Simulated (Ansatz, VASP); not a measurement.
## Na: VASP beside Ansatz

```xyz
2
Lattice="3.8612 0.0000 0.0000 -1.9306 3.3439 0.0000 0.0000 0.0000 6.4617" Properties=species:S:1:pos:R:3 pbc="T T T"
Na    0.0000    2.2293    1.6154
Na    1.9306    1.1146    4.8463
```

Change from the starting cell: strain +0.025 along x and y, +0.050 along z, atoms carried along.

Alike in both runs: task single point; functional PBEsol; k mesh 12 × 12 × 8; occupations gaussian, width 0.15 eV; no spin polarisation.

|  | VASP | Ansatz |
| --- | --- | --- |
| version | VASP 6.6.1 | Ansatz 0.2.0 |
| potentials or method | VASP PAW PBE potentials, release 64 (Na_pv), cutoff 520 eV | scalar-relativistic, plane waves, PAW |
| valence electrons in the cell | 14 | 18 |

|  | VASP | Ansatz | Ansatz less VASP |
| --- | --- | --- | --- |
| gap on the k mesh at the Fermi level (eV) | none | none | - |
| pressure (GPa) | -0.8 | -0.8 | -0.04 |
| traceless stress, the component that is largest in VASP (GPa) | -0.22 | -0.22 | +0.002 |

VASP's potentials were made for PBE, not for PBEsol. A gap of «none» marks a metal or a gap that the smearing closes. With one functional, cell and mesh, what is left measures potentials, basis and numerics. VASP's potentials hold 14 valence electrons a cell and Ansatz's 18, so a difference there can come from the potentials and not from the codes.
